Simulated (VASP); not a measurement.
HfN, 2 atoms in the cell. Symmetry: I4/mmm, No. 139, tetragonal system. The conventional cell has a = 3.286 Å, b = 3.286 Å, c = 4.468 Å, α = 90.00°, β = 90.00°, γ = 90.00°. Hf (site symmetry 4/mmm) has 6 N at 2.23 to 2.32 Å within 3.0 Å. N (site symmetry 4/mmm) has 6 Hf at 2.23 to 2.32 Å within 3.0 Å. 

| Item | Value |
| --- | --- |
| Program | VASP 6.6.1 |
| Task | single point |
| Functional | LDA |
| Potentials or basis | VASP PAW LDA potentials, release 64 (Hf_pv, N) |
| Cutoff | 520 eV |
| k mesh | 18 × 18 × 18 |
| Occupations | gaussian, width 0.15 eV |
| Spin | no spin polarisation |
| Dipole correction | no |
| Further INCAR settings | ALGO = Normal; EDIFF = 1e-07; NBANDS = 14 |

Potentials or basis: VASP PAW LDA potentials, release 64 (Hf_pv, N).

Launch:

```bash
$ cat potpaw_LDA.64/Hf_pv/POTCAR potpaw_LDA.64/N/POTCAR > POTCAR
$ mpirun -np 1 vasp_std > vasp.out
```

Hardware: 1 thread of Intel(R) Xeon(R) 6975P-C (Granite Rapids), with other jobs on the host.

Problem. Estimate the wall time of this run.

Solution. Wall time 35 s on 1 thread of Intel(R) Xeon(R) 6975P-C (Granite Rapids), with other jobs on the host, peak memory 0.26 GiB. Counts: scf iterations 13, k points 480.
